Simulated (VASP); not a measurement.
The system is FeI3.

```xyz
4
Lattice="5.5164 0.0000 0.0000 0.0000 5.5164 0.0000 0.0000 0.0000 5.5164" Properties=species:S:1:pos:R:3 pbc="T T T"
Fe    0.0000    0.0000    0.0000
I     2.7582    0.0000    0.0000
I     0.0000    0.0000    2.7582
I     0.0000    2.7582    0.0000
```

Base run:

```yaml
Program: VASP 6.6.1
Functional: PBE
Potentials_or_basis: VASP PAW PBE potentials, release 64 (Fe, I)
Cutoff: 520 eV
k_mesh: 6 × 6 × 6
Occupations: gaussian, width 0.05 eV
Spin: collinear spin, ferromagnetic start
Starting_moments: "[0.5, 0.0, 0.0, 0.0] μB"
```

Its results: pressure -0.1 GPa.

Q: The run is repeated on the same cell with these changes: spin from collinear spin, ferromagnetic start to no spin polarisation; further incar settings from ALGO = Normal; EDIFF = 1e-06; NBANDS = 26 to ALGO = Normal; EDIFF = 1e-06; NBANDS = 22. What comes out?

A: Pressure -2.5 GPa.

Caveats: an odd number of electrons without spin polarisation forces a metal (at least some runs); a magnetic or distorted state may lie lower (at least some runs).
